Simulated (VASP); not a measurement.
Set up this calculation in VASP 6.6.1, as the native input.

```
Task                   : single point
Functional             : LDA
Potentials or basis    : VASP PAW LDA potentials, release 64 (Si, C)
Cutoff                 : 520 eV
k mesh                 : 6 × 6 × 2
Occupations            : gaussian, width 0.1 eV
Spin                   : no spin polarisation
Dipole correction      : no
Further INCAR settings : ALGO = Normal; EDIFF = 1e-07; NBANDS = 36
```

The structure of SiC (klda) lies in POSCAR:

```
SiC
1.0
    3.0766210100      0.0000000000      0.0000000000
   -1.5383105100      2.6644319500      0.0000000000
    0.0000000000      0.0000000000     15.0980843200
Si C
6 6
Direct
    0.3333333300      0.6666666700      0.8329861500
    0.6666666700      0.3333333300      0.3329861500
    0.6666666700      0.3333333300      0.6665006000
    0.3333333300      0.6666666700      0.1665006000
    0.0000000000      0.0000000000      0.4997294200
    0.0000000000      0.0000000000      0.9997294200
    0.0000000000      0.0000000000      0.8743664100
    0.0000000000      0.0000000000      0.3743664100
    0.3333333300      0.6666666700      0.7079967800
    0.6666666700      0.3333333300      0.2079967800
    0.6666666700      0.3333333300      0.5415216400
    0.3333333300      0.6666666700      0.0415216400
```

These files were run (other wordings do the same):

INCAR

```
SYSTEM = SiC
ALGO     = Normal         ! electronic algorithm
EDIFF    = 1E-7           ! SCF threshold, eV
ENCUT    = 520            ! plane-wave cutoff, eV
ISIF     = 2              ! what is computed and relaxed
ISMEAR   = 0              ! smearing method
LASPH    = .TRUE.         ! aspherical terms in the spheres
LCHARG   = .FALSE.        ! write CHGCAR
LREAL    = .FALSE.        ! projectors in reciprocal space
LWAVE    = .FALSE.        ! write WAVECAR
NBANDS   = 36             ! bands
NELM     = 60             ! most SCF steps
PREC     = Accurate       ! precision mode
SIGMA    = 0.1            ! smearing width, eV
```

KPOINTS

```
k-points
0
G
  6 6 2
  0 0 0
```

Potentials or basis: VASP PAW LDA potentials, release 64 (Si, C).

Launch:

```sh
$ cat potpaw_LDA.64/Si/POTCAR potpaw_LDA.64/C/POTCAR > POTCAR
$ mpirun -np 1 vasp_std > vasp.out
```

Results of the run:

```json
{"Pressure": "-3.4 GPa", "Largest force": "0.008 eV/Å", "Band gap on the k mesh": "1.97 eV, indirect (least direct gap 3.07 eV)"}
```

It took 62 s on 1 thread of Intel(R) Xeon(R) Platinum 8259CL CPU @ 2.50GHz (Skylake/Cascade Lake), with other jobs on the host, peak memory 0.21 GiB.
